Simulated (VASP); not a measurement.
# Si (Fm-3m) in VASP: single point with r2SCAN

Aim: the single point of Si with r2SCAN.

Program: VASP 6.6.1. These are calculated values, not measurements. Logs are shortened: lines on timing, memory, paths and dates and some standing lists are left out, and cuts for length are marked.

**1. The cell of the first run**

The structure is cubic, space group Fm-3m (No. 225). The conventional cell has a = 3.631 Å, b = 3.631 Å, c = 3.631 Å, α = 90.00°, β = 90.00°, γ = 90.00°. Within 3.4 Å of Si (site symmetry m-3m) lie 12 Si at 2.57 Å.

**2. Single point, r2SCAN (strain -0.050 along x and y, -0.050 along z)**

The input, POSCAR:

```
Si
1.0
    0.0000000000      1.8152890139      1.8152890139
    1.8152890139      0.0000000000      1.8152890139
    1.8152890139      1.8152890139      0.0000000000
Si
1
Direct
    0.0000000000      0.0000000000      0.0000000000
```

The input, INCAR.step1:

```
PREC = Accurate
ENCUT = 520
ISMEAR = 0
SIGMA = 0.15
LREAL = False
LASPH = True
NELM = 60
NBANDS = 8
GGA = PE
ALGO = Normal
EDIFF = 1E-4
LWAVE = True
LCHARG = False
```

The input, INCAR.step2:

```
PREC = Accurate
ENCUT = 520
EDIFF = 1E-6
ISMEAR = 0
SIGMA = 0.15
LREAL = False
LASPH = True
NELM = 60
ALGO = Normal
ISIF = 2
LWAVE = False
LCHARG = False
METAGGA = R2SCAN
LMIXTAU = True
NBANDS = 8
ISTART = 1
```

The input, KPOINTS:

```
regular mesh
0
Gamma
  22 22 22
```

Potentials or basis: VASP PAW PBE potentials, release 64 (Si).

On the command line:

```
$ cat potpaw_PBE.64/Si/POTCAR > POTCAR
$ cp INCAR.step1 INCAR
$ mpirun -np 1 vasp_std > vasp.out
$ cp INCAR.step2 INCAR
$ mpirun -np 1 vasp_std > vasp.out
```

OUTCAR:

```text
PREC = Accurate
   ENCUT = 520
   EDIFF = 1E-6
   ISMEAR = 0
   LREAL = False
   LASPH = True
   NELM = 60
   ISIF = 2
   METAGGA = R2SCAN
   ISTART = 1

 ion  position               nearest neighbor table
   1  0.000  0.000  0.000-

  LATTYP: Found a face centered cubic cell.
 ALAT       =     3.6305780278

  Lattice vectors:

 A1 = (   0.0000000000,   1.8152890139,   1.8152890139)
 A2 = (   1.8152890139,   0.0000000000,   1.8152890139)
 A3 = (   1.8152890139,   1.8152890139,   0.0000000000)

Analysis of symmetry for initial positions (statically):
=====================================================================
 Subroutine PRICEL returns:
 Original cell was already a primitive cell.

 Routine SETGRP: Setting up the symmetry group for a
 face centered cubic supercell.

 Subroutine GETGRP returns: Found 48 space group operations
 (whereof 48 operations were pure point group operations)
 out of a pool of 48 trial point group operations.

The static configuration has the point symmetry O_h .

Analysis of symmetry for dynamics (positions and initial velocities):
=====================================================================
 Subroutine PRICEL returns:
 Original cell was already a primitive cell.

 Routine SETGRP: Setting up the symmetry group for a
 face centered cubic supercell.

 Subroutine GETGRP returns: Found 48 space group operations
 (whereof 48 operations were pure point group operations)
 out of a pool of 48 trial point group operations.

The dynamic configuration has the point symmetry O_h .

 Subroutine INISYM returns: Found 48 space group operations
 (whereof 48 operations are pure point group operations),
 and found     1 'primitive' translations

----------------------------------------------------------------------------------------

                                     Primitive cell

  volume of cell :      11.9638

  direct lattice vectors                    reciprocal lattice vectors
     0.000000000  1.815289014  1.815289014    -0.275438234  0.275438234  0.275438234
     1.815289014  0.000000000  1.815289014     0.275438234 -0.275438234  0.275438234
     1.815289014  1.815289014  0.000000000     0.275438234  0.275438234 -0.275438234

  length of vectors
     2.567206343  2.567206343  2.567206343     0.477073015  0.477073015  0.477073015

  position of ions in fractional coordinates (direct lattice)
     0.000000000  0.000000000  0.000000000

  ion indices of the primitive-cell ions
   primitive index   ion index
                 1           1

----------------------------------------------------------------------------------------

 KPOINTS: regular mesh

Automatic generation of k-mesh.
 Grid dimensions read from file:
 generate k-points for:   22   22   22

 Generating k-lattice:

  Cartesian coordinates                     Fractional coordinates (reciprocal lattice)
    -0.012519920  0.012519920  0.012519920     0.045454545  0.000000000  0.000000000
     0.012519920 -0.012519920  0.012519920     0.000000000  0.045454545  0.000000000
     0.012519920  0.012519920 -0.012519920     0.000000000  0.000000000  0.045454545

  Length of vectors
     0.021685137  0.021685137  0.021685137

  Shift w.r.t. Gamma in fractional coordinates (k-lattice)
     0.000000000  0.000000000  0.000000000

 Subroutine IBZKPT returns following result:
 ===========================================

 Found    328 irreducible k-points:

 Following reciprocal coordinates:
            Coordinates               Weight
  0.000000  0.000000  0.000000      1.000000
  0.045455  0.000000  0.000000      8.000000
  0.090909  0.000000  0.000000      8.000000
  0.136364  0.000000  0.000000      8.000000
  0.181818  0.000000  0.000000      8.000000
  0.227273  0.000000  0.000000      8.000000
[... 16 lines left out ...]
  0.500000  0.045455  0.000000     24.000000
 -0.454545  0.045455  0.000000     24.000000
 [... further k-points ...]
   k-points           NKPTS =    328   k-points in BZ     NKDIM =    328   number of bands    NBANDS=      8
   number of dos      NEDOS =    301   number of ions     NIONS =      1
   total plane-waves  NPLWV =   8000
   dimension x,y,z NGX =    20 NGY =   20 NGZ =   20
   dimension x,y,z NGXF=    40 NGYF=   40 NGZF=   40
   ions per type =               1
   NGX,Y,Z   is equivalent  to a cutoff of  12.95, 12.95, 12.95 a.u.
   NGXF,Y,Z  is equivalent  to a cutoff of  25.90, 25.90, 25.90 a.u.
 SYSTEM =  unknown system
   PREC   = accura    normal or accurate (medium, high low for compatibility)
   ISTART =      1    job   : 0-new  1-cont  2-samecut
   ICHARG =      0    charge: 1-file 2-atom 10-const
   ISPIN  =      1    spin polarized calculation?
   LNONCOLLINEAR =      F non collinear calculations
   LSORBIT =      F    spin-orbit coupling
   LASPH  =      T    aspherical Exc in radial PAW
   ENCUT  =  520.0 eV  38.22 Ry    6.18 a.u.   4.77  4.77  4.77*2*pi/ulx,y,z
   NELM   =     60;   NELMIN=  2; NELMDL=  0     # of ELM steps
   EDIFF  = 0.1E-05   stopping-criterion for ELM
   LREAL  =      F    real-space projection
   EDIFFG = 0.1E-04   stopping-criterion for IOM
   NSW    =      0    number of steps for IOM
   IBRION =     -1    ionic relax: 0-MD 1-quasi-New 2-CG
   NFREE  =      0    steps in history (QN), initial steepest desc. (CG)
   ISIF   =      2    stress and relaxation
   ISYM   =      2    0-nonsym 1-usesym 2-fastsym
   POTIM  = 0.5000    time-step for ionic-motion
   TEBEG  =    0.0;   TEEND  =   0.0 temperature during run
   PSTRESS=    0.0 pullay stress
   NELECT =       4.0000    total number of electrons
   NUPDOWN=      -1.0000    fix difference up-down
   EMIN   =  10.00;   EMAX   =-10.00  energy-range for DOS
   EFERMI =   0.00;   METHOD = LEGACY
   ISMEAR =     0;   SIGMA  =   0.15  broadening in eV -4-tet -1-fermi 0-gaus
   EFERMI_NEDOS =   21; number of points for ismear=-14 and -15
   IALGO  =     38    algorithm
   IMIX   =      4    mixing-type and parameters
     AMIX     =   0.40;   BMIX     =  1.00
     AMIX_MAG =   1.60;   BMIX_MAG =  1.00
  volume/ion in A,a.u.               =      11.96        80.74
  Fermi-wavevector in a.u.,A,eV,Ry     =   1.136246  2.147194 17.565871  1.291055
  Thomas-Fermi vector in A             =   2.272951
   LORBIT       =      0    0 simple, 1 ext, 2 COOP (PROOUT), +10 PAW based schemes
   METAGGA = R2SCAN    functional components
   LHFCALC =     F    Hartree Fock is set to
   AEXX    =    0.0000 exact exchange contribution
   IVDW    =     0    specifies the selected vdW correction
   LEPSILON=     F    determine dielectric tensor
   LRPA    =     F    only Hartree local field effects (RPA)
 non-spin polarized calculation
 Gauss-broadening in eV      SIGMA  =   0.15
  energy-cutoff  :      520.00
  volume of cell :       11.96
 maximum number of plane-waves:       332
   NGX =  9   NGY =  9   NGZ =  9

 number of electron       4.0000000 magnetization

 Free energy of the ion-electron system (eV)
  ---------------------------------------------------
  ext. energy  EPLUGINS =         0.00000000
  ---------------------------------------------------
  free energy    TOTEN  =        -7.94696317 eV

  energy without entropy =       -7.94325241  energy(sigma->0) =       -7.94510779

 E-fermi :  12.9812     XC(G=0): -12.8235

 val. band max:       12.9792341490   @ k =  -0.3636   0.3636   0.1818
 cond. band min:      12.9827258135   @ k =   0.4545   0.3636   0.0455
 fundamental gap:      0.0034916645
 Fermi energy:        12.9811979611

 k-point     1 :       0.0000    0.0000    0.0000
  band No.  band energies     occupation
      1      -4.4087      2.00000
      2      26.3564      0.00000
      3      26.3564      0.00000
      4      26.3564      0.00000
      5      27.5897      0.00000
      6      27.5897      0.00000
      7      27.5897      0.00000
      8      32.2754      0.00000

 k-point     2 :       0.0455    0.0000    0.0000
  band No.  band energies     occupation
      1      -4.3363      2.00000
      2      24.7749      0.00000
      3      25.9554      0.00000
      4      25.9554      0.00000
      5      28.0947      0.00000
      6      28.0947      0.00000
      7      28.4843      0.00000
      8      32.9401      0.00000

 k-point     3 :       0.0909    0.0000    0.0000
  band No.  band energies     occupation
      1      -4.1190      2.00000
      2      22.4850      0.00000
      3      25.3373      0.00000
      4      25.3373      0.00000
      5      28.9665      0.00000
      6      29.0035      0.00000
      7      29.0035      0.00000
      8      33.5417      0.00000

 k-point     4 :       0.1364    0.0000    0.0000
  band No.  band energies     occupation
      1      -3.7573      2.00000
      2      20.1240      0.00000
      3      24.7822      0.00000
      4      24.7822      0.00000
      5      29.0285      0.00000
      6      29.8994      0.00000
      7      29.8994      0.00000
      8      32.6283      0.00000

 k-point     5 :       0.1818    0.0000    0.0000
  band No.  band energies     occupation
      1      -3.2521      2.00000
      2      17.7929      0.00000
      3      24.3315      0.00000
      4      24.3315      0.00000
      5      28.9556      0.00000
      6      30.0902      0.00000
      7      30.0902      0.00000
      8      32.5179      0.00000

 k-point     6 :       0.2273    0.0000    0.0000
  band No.  band energies     occupation
      1      -2.6044      2.00000
      2      15.5319      0.00000
      3      23.9955      0.00000
      4      23.9955      0.00000
      5      28.8688      0.00000
      6      29.3147      0.00000
      7      29.3147      0.00000
      8      33.5387      0.00000

 k-point     7 :       0.2727    0.0000    0.0000
  band No.  band energies     occupation
      1      -1.8157      2.00000
      2      13.3616      0.00034
      3      23.7774      0.00000
      4      23.7774      0.00000
      5      28.3369      0.00000
      6      28.3369      0.00000
      7      28.8256      0.00000
      8      34.3493      0.00000

 k-point     8 :       0.3182    0.0000    0.0000
  band No.  band energies     occupation
      1      -0.8874      2.00000
      2      11.2941      2.00000
      3      23.6778      0.00000
      4      23.6778      0.00000
      5      27.3960      0.00000
      6      27.3960      0.00000
      7      28.8578      0.00000
      8      33.3398      0.00000

 k-point     9 :       0.3636    0.0000    0.0000
  band No.  band energies     occupation
      1       0.1783      2.00000
      2       9.3377      2.00000
      3      23.6949      0.00000
      4      23.6949      0.00000
      5      26.5489      0.00000
      6      26.5489      0.00000
      7      28.9823      0.00000
      8      32.4211      0.00000

 k-point    10 :       0.4091    0.0000    0.0000
  band No.  band energies     occupation
      1       1.3793      2.00000
      2       7.4984      2.00000
      3      23.8219      0.00000
      4      23.8219      0.00000
      5      25.8215      0.00000
      6      25.8215      0.00000
      7      29.2023      0.00000
      8      31.6171      0.00000
[... 78 lines left out ...]
 k-point    18 :       0.2727    0.0455    0.0000
  band No.  band energies     occupation
      1      -2.0305      2.00000
      2      14.1279      0.00000
      3      22.6907      0.00000
      4      24.3640      0.00000
      5      27.1244      0.00000
      6      29.5426      0.00000
      7      29.8643      0.00000
      8      32.9385      0.00000

 k-point    19 :       0.3182    0.0455    0.0000
  band No.  band energies     occupation
      1      -1.1489      2.00000
      2      12.0277      2.00000
      3      22.5525      0.00000
      4      24.2229      0.00000
      5      26.1452      0.00000
      6      28.9210      0.00000
      7      29.5421      0.00000
      8      33.8793      0.00000

 k-point    20 :       0.3636    0.0455    0.0000
  band No.  band energies     occupation
      1      -0.1291      2.00000
      2      10.0353      2.00000
      3      22.5361      0.00000
      4      24.1658      0.00000
      5      25.2875      0.00000
      6      28.0475      0.00000
      7      29.6240      0.00000
      8      33.2046      0.00000

 k-point    21 :       0.4091    0.0455    0.0000
  band No.  band energies     occupation
      1       1.0267      2.00000
      2       8.1577      2.00000
      3      22.6410      0.00000
      4      24.0350      0.00000
      5      24.7334      0.00000
      6      27.2736      0.00000
      7      29.7907      0.00000
      8      32.4182      0.00000

 k-point    22 :       0.4545    0.0455    0.0000
  band No.  band energies     occupation
      1       2.3155      2.00000
      2       6.4005      2.00000
      3      22.8657      0.00000
      4      23.5600      0.00000
      5      24.7629      0.00000
      6      26.6131      0.00000
      7      30.0153      0.00000
      8      31.7697      0.00000

 k-point    23 :       0.5000    0.0455    0.0000
  band No.  band energies     occupation
      1       3.7263      2.00000
      2       4.7766      2.00000
      3      23.0414      0.00000
      4      23.2068      0.00000
      5      25.0797      0.00000
      6      26.0755      0.00000
      7      30.1697      0.00000
      8      31.4152      0.00000

 k-point    24 :      -0.4545    0.0455    0.0000
  band No.  band energies     occupation
      1       3.2454      2.00000
      2       5.3001      2.00000
      3      22.6155      0.00000
      4      23.6544      0.00000
      5      25.5489      0.00000
      6      25.6731      0.00000
      7      30.0380      0.00000
      8      31.5789      0.00000

 [... further k-points ...]
[... 5 lines left out ...]
  --------------------------------------------------------------------------------------
  -------------------------------------------------------------------------------------
  Total        1.2978948      1.2978948      1.2978948      0.0000000      0.0000000      0.0000000
  in kB      173.8131969    173.8131969    173.8131969      0.0000000      0.0000000      0.0000000
  external PRESSURE =     173.8131969 kB  Pullay stress =       0.0000000 kB

 VOLUME and BASIS-vectors are now :
 -----------------------------------------------------------------------------
  energy-cutoff  :      520.00
  volume of cell :       11.96
      direct lattice vectors                 reciprocal lattice vectors
     0.000000000  1.815289014  1.815289014    -0.275438234  0.275438234  0.275438234
     1.815289014  0.000000000  1.815289014     0.275438234 -0.275438234  0.275438234
     1.815289014  1.815289014  0.000000000     0.275438234  0.275438234 -0.275438234

 POSITION                                       TOTAL-FORCE (eV/Angst)
 -----------------------------------------------------------------------------------
      0.00000      0.00000      0.00000         0.000000      0.000000      0.000000
 -----------------------------------------------------------------------------------
    total drift:                                0.000000     -0.000000     -0.000000

  FREE ENERGIE OF THE ION-ELECTRON SYSTEM (eV)
  ---------------------------------------------------
  free  energy   TOTEN  =        -7.9469631736 eV

  energy  without entropy=       -7.9432524086  energy(sigma->0) =       -7.94510779
```

Run time: 52 s. Hardware: 1 thread of Intel Xeon 6975P-C, shared host; peak memory 0.14 GiB.

What came out:

```yaml
Free_energy: -7.9470 eV
Pressure: 17.4 GPa
Band_gap_on_the_k_mesh: zero (band 2 reaches 26.36 eV, above the bottom of band 3 at 9.44 eV)
```

Caveat: the cell differs from its parent crystal (strain -0.050 along x and y, -0.050 along z); the PAW data sets were made with another functional, which shifts forces and pressure a little.
